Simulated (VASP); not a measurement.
A run of VASP 6.6.1 is set up as follows.

INCAR

```
PREC = Accurate
ENCUT = 500
EDIFF = 1E-6
ISMEAR = 0
SIGMA = 0.1
LREAL = False
LASPH = True
NELM = 120
ALGO = Normal
ISIF = 2
LWAVE = False
LCHARG = True
GGA = PE
LELF = True
LVHAR = True
NBANDS = 13
GGA_COMPAT = False
```

File KPOINTS:

```
regular mesh
0
Gamma
  15 15 14
```

The input POSCAR:

```
Pb
1.0
    3.0871524190      0.0000000000      0.0000000000
   -1.5435762096      2.6735524202      0.0000000000
    0.0000000000      0.0000000000      2.9055094532
Pb
1
Direct
    0.0000000000      0.0000000000      0.0000000000
```

Potentials or basis: VASP PAW PBE potentials, release 64 (Pb_d).

Launch:

```bash
$ cat potpaw_PBE.64/Pb_d/POTCAR > POTCAR
$ mpirun -np 1 vasp_std > vasp.out
```

Task: Predict the band gap on the k mesh.

Result: Zero (bands 7 and 8 overlap by 9.16 eV).

Task: What does it give for the pressure?

Result: 26.5 GPa.

Stress tensor (GPa, compression positive):
```
26.00  0.00  0.00
 0.00 26.00  0.00
 0.00  0.00 27.50
```

Caveat: the cell differs from its parent crystal (Si replaced by Pb, lengths x 1.189, strained); the cell stands under pressure; spin-orbit coupling is left out, which moves the levels of the heavy elements.
